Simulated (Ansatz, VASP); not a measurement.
# SnO: VASP beside Ansatz

```
Sn O
1.0
     3.81370    0.00000    0.00000
     0.00000    3.81370    0.00000
     0.00000    0.00000    4.88691
Sn O
2 2
Cartesian
  1.9068 0.0000 3.7367
  0.0000 1.9068 1.1503
  0.0000 0.0000 0.0000
  1.9068 1.9068 0.0000
```

Alike in both runs: functional r2SCAN; k mesh 7 × 7 × 6; occupations fermi-dirac, width 0.05 eV; no spin polarisation.

|  | VASP | Ansatz |
| --- | --- | --- |
| version | VASP 6.6.1 | Ansatz 0.2.0 |
| potentials or method | VASP PAW PBE potentials, release 64 (Sn_d, O) | Ansatz PAW |
| plane-wave cutoff (eV) | 520 | 500 |
| valence electrons in the cell | 40 | 40 |
| task | single point | band structure |

```csv
,VASP,Ansatz,Ansatz less VASP
gap on the k mesh at the Fermi level (eV),0.51,0.50,-0.007
least direct gap on the mesh (eV),2.37,2.41,+0.035
pressure (GPa),0.1,-0.5,-0.57
"traceless stress, the component that is largest in VASP (GPa)",0.08,0.12,+0.040
rms of the force components (eV/Å),0.006,0.053,+0.0470
```

VASP's potentials were made for PBE, not for r2SCAN. Atom by atom the forces differ by 0.059 eV/Å (rms over components).

Noted on Ansatz's run: the k mesh misses the band edges, so the gap on the mesh is wider than the one along the path.
